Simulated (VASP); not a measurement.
# KI (Pm-3m) in VASP: notebook

The runs below take KI through single point, with PBE-based screened hybrid with 25 % exact exchange, PBE-based screened hybrid with 30 % exact exchange.

Everything below comes from runs of VASP 6.6.1. Logs are shortened: lines on timing, memory, paths and dates and some standing lists are left out, and cuts for length are marked.

### 1 The cell of the first run

The structure is cubic, space group Pm-3m (No. 221). Conventional cell: a = 4.291 Å, b = 4.291 Å, c = 4.291 Å, α = 90.00°, β = 90.00°, γ = 90.00°. Within 4.9 Å of I (site symmetry m-3m) lie 8 K at 3.72 Å and 6 I at 4.29 Å. Within 4.9 Å of K (site symmetry m-3m) lie 8 I at 3.72 Å and 6 K at 4.29 Å.

### 2 Single point, PBE-based screened hybrid with 25 % exact exchange

File POSCAR:

```
KI
1.0
    4.2911966600      0.0000000000      0.0000000000
    0.0000000000      4.2911966600      0.0000000000
    0.0000000000      0.0000000000      4.2911966600
I K
1 1
Direct
    0.5000000000      0.5000000000      0.5000000000
    0.0000000000      0.0000000000      0.0000000000
```

File INCAR.step1:

```
SYSTEM = KI
  ALGO = Normal
  EDIFF = 1E-5
  ENCUT = 520
  GGA = PE
  ISIF = 2
  ISMEAR = -1
  LASPH = .True.
  LCHARG = .False.
  LREAL = .False.
  LWAVE = .True.
  NBANDS = 15
  NELM = 80
  PREC = Accurate
  SIGMA = 0.05
```

File INCAR.step2:

```
SYSTEM = KI
  AEXX = 0.25
  ALGO = Normal
  EDIFF = 1E-7
  ENCUT = 520
  GGA = PE
  HFSCREEN = 0.2
  ISIF = 2
  ISMEAR = -1
  ISTART = 1
  LASPH = .True.
  LCHARG = .False.
  LHFCALC = .True.
  LREAL = .False.
  LWAVE = .False.
  NBANDS = 15
  NELM = 80
  PREC = Accurate
  PRECFOCK = Normal
  SIGMA = 0.05
```

File KPOINTS:

```
k-points
0
Gamma
  3 3 3
  0 0 0
```

Potentials or basis: VASP PAW PBE potentials, release 64 (I, K_sv).

Command:

```sh
$ cat potpaw_PBE.64/I/POTCAR potpaw_PBE.64/K_sv/POTCAR > POTCAR
$ cp INCAR.step1 INCAR
$ mpirun -np 1 vasp_std > vasp.out
$ cp INCAR.step2 INCAR
$ mpirun -np 1 vasp_std > vasp.out
```

OUTCAR:

```text
SYSTEM = KI
   AEXX = 0.25
   EDIFF = 1E-7
   ENCUT = 520
   GGA = PE
   HFSCREEN = 0.2
   ISIF = 2
   ISMEAR = -1
   ISTART = 1
   LASPH = .True.
   LHFCALC = .True.
   LREAL = .False.
   NELM = 80
   PREC = Accurate
   PRECFOCK = Normal

 ion  position               nearest neighbor table
   1  0.500  0.500  0.500-
   2  0.000  0.000  0.000-

  LATTYP: Found a simple cubic cell.
 ALAT       =     4.2911966600

  Lattice vectors:

 A1 = (   4.2911966600,   0.0000000000,   0.0000000000)
 A2 = (   0.0000000000,   4.2911966600,   0.0000000000)
 A3 = (   0.0000000000,   0.0000000000,   4.2911966600)

Analysis of symmetry for initial positions (statically):
=====================================================================
 Subroutine PRICEL returns:
 Original cell was already a primitive cell.

 Routine SETGRP: Setting up the symmetry group for a
 simple cubic supercell.

 Subroutine GETGRP returns: Found 48 space group operations
 (whereof 48 operations were pure point group operations)
 out of a pool of 48 trial point group operations.

The static configuration has the point symmetry O_h .

Analysis of symmetry for dynamics (positions and initial velocities):
=====================================================================
 Subroutine PRICEL returns:
 Original cell was already a primitive cell.

 Routine SETGRP: Setting up the symmetry group for a
 simple cubic supercell.

 Subroutine GETGRP returns: Found 48 space group operations
 (whereof 48 operations were pure point group operations)
 out of a pool of 48 trial point group operations.

The dynamic configuration has the point symmetry O_h .

 Subroutine INISYM returns: Found 48 space group operations
 (whereof 48 operations are pure point group operations),
 and found     1 'primitive' translations

----------------------------------------------------------------------------------------

                                     Primitive cell

  volume of cell :      79.0197

  direct lattice vectors                    reciprocal lattice vectors
     4.291196660  0.000000000  0.000000000     0.233035230  0.000000000  0.000000000
     0.000000000  4.291196660  0.000000000     0.000000000  0.233035230  0.000000000
     0.000000000  0.000000000  4.291196660     0.000000000  0.000000000  0.233035230

  length of vectors
     4.291196660  4.291196660  4.291196660     0.233035230  0.233035230  0.233035230
[... 76 lines left out ...]
   EFERMI_NEDOS =   21; number of points for ismear=-14 and -15
   IALGO  =     38    algorithm
   IMIX   =      1    mixing-type and parameters
     AMIX     =   0.40;   BMIX     =  1.00
     AMIX_MAG =   1.60;   BMIX_MAG =  1.00
  volume/ion in A,a.u.               =      39.51       266.63
  Fermi-wavevector in a.u.,A,eV,Ry     =   0.961324  1.816639 12.573738  0.924144
  Thomas-Fermi vector in A             =   2.090686
   LORBIT       =      0    0 simple, 1 ext, 2 COOP (PROOUT), +10 PAW based schemes
   GGA     = PE    functional components
   LHFCALC =     T    Hartree Fock is set to
   PRECFOCK=normal    Normal, Fast or Accurate (Low or Medium for compatibility)
   ENCUT4O =  -1.0   cutoff for four orbital integrals eV
   NKREDX  =     1    reduce k-point grid by
   NKREDY  =     1    reduce k-point grid by
   NKREDZ  =     1    reduce k-point grid by
   AEXX    =    0.2500 exact exchange contribution
   HFSCREEN=    0.2000 screening length (either q_TF or 0.3 A-1)
   HFSCREENC=   0.2000 screening length for correlation (either q_TF or 0.3 A-1)
   ENCUTFOCK=  -1.0 apply spherical cutoff to Coloumb kernel
   IVDW    =     0    specifies the selected vdW correction
   LEPSILON=     F    determine dielectric tensor
   LRPA    =     F    only Hartree local field effects (RPA)
 non-spin polarized calculation
  energy-cutoff  :      520.00
  volume of cell :       79.02
 maximum number of plane-waves:      2135
 NGX is ok and might be reduce to    32
  NGX = 24; NGY = 24; NGZ = 24

 number of electron      16.0000003 magnetization

 Free energy of the ion-electron system (eV)
  ---------------------------------------------------
  ext. energy  EPLUGINS =         0.00000000
  ---------------------------------------------------
  free energy    TOTEN  =        -6.23665017 eV

  energy without entropy =       -6.23665017  energy(sigma->0) =       -6.23665017

 E-fermi :   1.3280     XC(G=0):  -6.4452

 val. band max:        0.0660848904   @ k =   0.3333   0.3333   0.0000
 cond. band min:       4.5343524051   @ k =   0.0000   0.0000   0.0000
 fundamental gap:      4.4682675147
 Fermi energy:         1.3280081334

 k-point     1 :       0.0000    0.0000    0.0000
  band No.  band energies     occupation
      1     -31.5950      2.00000
      2     -13.6921      2.00000
      3     -13.6921      2.00000
      4     -13.6921      2.00000
      5     -11.8897      2.00000
      6      -0.1832      2.00000
      7      -0.1832      2.00000
      8      -0.1832      2.00000
      9       4.5344      0.00000
     10       6.0193      0.00000
     11       6.0193      0.00000
     12      10.0329      0.00000
     13      10.0329      0.00000
     14      10.0329      0.00000
[... 41 lines left out ...]
      2     -13.7580      2.00000
      3     -13.7408      2.00000
      4     -13.7408      2.00000
      5     -11.4318      2.00000
      6      -1.2883      2.00000
      7      -1.2813      2.00000
      8      -1.2813      2.00000
      9       6.6178      0.00000
     10       7.1717      0.00000
     11       7.1717      0.00000
     12       9.1423      0.00000
     13      10.0507      0.00000
     14      10.0507      0.00000
     15      11.9137      0.00000

------------------------ aborting loop because EDIFF is reached ----------------------------------------

  FORCE on cell =-STRESS in cart. coord.  units (eV):
  Direction    XX          YY          ZZ          XY          YZ          ZX
  --------------------------------------------------------------------------------------
  -------------------------------------------------------------------------------------
  Total        0.2468070      0.2468070      0.2468070      0.0000000      0.0000000     -0.0000000
  in kB        5.0041778      5.0041778      5.0041778      0.0000000      0.0000000     -0.0000000
  external PRESSURE =       5.0041778 kB  Pullay stress =       0.0000000 kB

 VOLUME and BASIS-vectors are now :
 -----------------------------------------------------------------------------
  energy-cutoff  :      520.00
  volume of cell :       79.02
      direct lattice vectors                 reciprocal lattice vectors
     4.291196660  0.000000000  0.000000000     0.233035230  0.000000000  0.000000000
     0.000000000  4.291196660  0.000000000     0.000000000  0.233035230  0.000000000
     0.000000000  0.000000000  4.291196660     0.000000000  0.000000000  0.233035230

 POSITION                                       TOTAL-FORCE (eV/Angst)
 -----------------------------------------------------------------------------------
      2.14560      2.14560      2.14560         0.000000      0.000000      0.000000
      0.00000      0.00000      0.00000         0.000000      0.000000      0.000000
 -----------------------------------------------------------------------------------
    total drift:                               -0.000001     -0.000000     -0.000000

  FREE ENERGIE OF THE ION-ELECTRON SYSTEM (eV)
  ---------------------------------------------------
  free  energy   TOTEN  =        -6.2366501733 eV

  energy  without entropy=       -6.2366501733  energy(sigma->0) =       -6.23665017
```

OUTCAR.step1:

```text
SYSTEM = KI
   EDIFF = 1E-5
   ENCUT = 520
   GGA = PE
   ISIF = 2
   ISMEAR = -1
   LASPH = .True.
[... 270 lines left out ...]
      2.14560      2.14560      2.14560         0.000000      0.000000      0.000000
      0.00000      0.00000      0.00000         0.000000      0.000000      0.000000
 -----------------------------------------------------------------------------------
    total drift:                                0.000000      0.000000     -0.000000

  FREE ENERGIE OF THE ION-ELECTRON SYSTEM (eV)
  ---------------------------------------------------
  free  energy   TOTEN  =        -5.3720352840 eV

  energy  without entropy=       -5.3720352840  energy(sigma->0) =       -5.37203528
```

OSZICAR.step1:

```text
N       E                     dE             d eps       ncg     rms          rms(c)
DAV:   1     0.801519227917E+02    0.80152E+02   -0.64506E+03   120   0.917E+02
DAV:   2    -0.572314158661E+00   -0.80724E+02   -0.76903E+02   155   0.203E+02
DAV:   3    -0.521423358693E+01   -0.46419E+01   -0.46243E+01   155   0.436E+01
DAV:   4    -0.548804696537E+01   -0.27381E+00   -0.27372E+00   195   0.907E+00
DAV:   5    -0.549022564163E+01   -0.21787E-02   -0.21786E-02   162   0.933E-01    0.266E+00
DAV:   6    -0.539060483055E+01    0.99621E-01   -0.74907E-02   148   0.180E+00    0.192E+00
DAV:   7    -0.536906019647E+01    0.21545E-01   -0.10109E-01   155   0.178E+00    0.771E-01
DAV:   8    -0.537178613798E+01   -0.27259E-02   -0.13086E-02   120   0.769E-01    0.158E-01
DAV:   9    -0.537195697665E+01   -0.17084E-03   -0.70370E-04   169   0.171E-01    0.724E-02
DAV:  10    -0.537201525578E+01   -0.58279E-04   -0.11520E-04   151   0.667E-02    0.170E-02
DAV:  11    -0.537203566422E+01   -0.20408E-04   -0.31351E-05   127   0.371E-02    0.186E-02
DAV:  12    -0.537203528402E+01    0.38021E-06   -0.47125E-07    60   0.550E-03
   1 F= -.53720353E+01 E0= -.53720353E+01  d E =-.649281E-10
```

It took 68 s on 1 thread of Intel Xeon Platinum 8488C (Sapphire Rapids), shared host; peak memory 0.28 GiB.

What came out:

* Free energy: -6.2367 eV
* Pressure: 0.5 GPa
* Band gap on the k mesh: 4.47 eV (least direct gap 4.72 eV)

Caveat: the k points lie up to 0.49 Å⁻¹ apart; the PAW data sets were made with another functional, which shifts forces and pressure a little; spin-orbit coupling is left out, which moves the levels of the heavy elements; an odd mesh through Γ misses points on the zone boundary, where band edges can lie.

### 3 Single point, PBE-based screened hybrid with 30 % exact exchange

POSCAR is that of step 2.

File INCAR.step1:

```
ALGO = Normal
EDIFF = 1E-5
ENCUT = 520
GGA = PE
ISIF = 2
ISMEAR = -1
LASPH = T
LREAL = F
LWAVE = T
NBANDS = 15
NELM = 100
PREC = Accurate
SIGMA = 0.05
```

File INCAR.step2:

```
AEXX = 0.3
ALGO = Normal
EDIFF = 1E-6
ENCUT = 520
GGA = PE
HFSCREEN = 0.2
ISIF = 2
ISMEAR = -1
ISTART = 1
LASPH = T
LCHARG = T
LELF = T
LHFCALC = T
LREAL = F
LVHAR = T
LWAVE = F
NBANDS = 15
NELM = 100
PREC = Accurate
PRECFOCK = Normal
SIGMA = 0.05
```

File KPOINTS:

```
k-points
0
Gamma
  3 3 3
```

Potentials or basis: VASP PAW PBE potentials, release 64 (I, K_sv).

Command:

```sh
$ cat potpaw_PBE.64/I/POTCAR potpaw_PBE.64/K_sv/POTCAR > POTCAR
$ cp INCAR.step1 INCAR
$ mpirun -np 1 vasp_std > vasp.out
$ cp INCAR.step2 INCAR
$ mpirun -np 1 vasp_std > vasp.out
```

Run time: 55 s. Hardware: 1 thread of Intel Xeon Platinum 8488C (Sapphire Rapids), shared host; peak memory 0.28 GiB.

The run converged. Its results:

| Quantity | Value |
| --- | --- |
| Free energy | -6.4198 eV |
| Pressure | 0.4 GPa |
| Band gap on the k mesh | 4.68 eV (least direct gap 4.93 eV) |

Levels at points of the mesh, in eV from the valence-band top:
```
           k point  band 6  band 7  band 8  band 9  band 10  band 11
(0.00, 0.00, 0.00)   -0.25   -0.25   -0.25    4.68     6.17     6.17
```

Caveat: the k points lie up to 0.49 Å⁻¹ apart; the PAW data sets were made with another functional, which shifts forces and pressure a little; spin-orbit coupling is left out, which moves the levels of the heavy elements; an odd mesh through Γ misses points on the zone boundary, where band edges can lie.
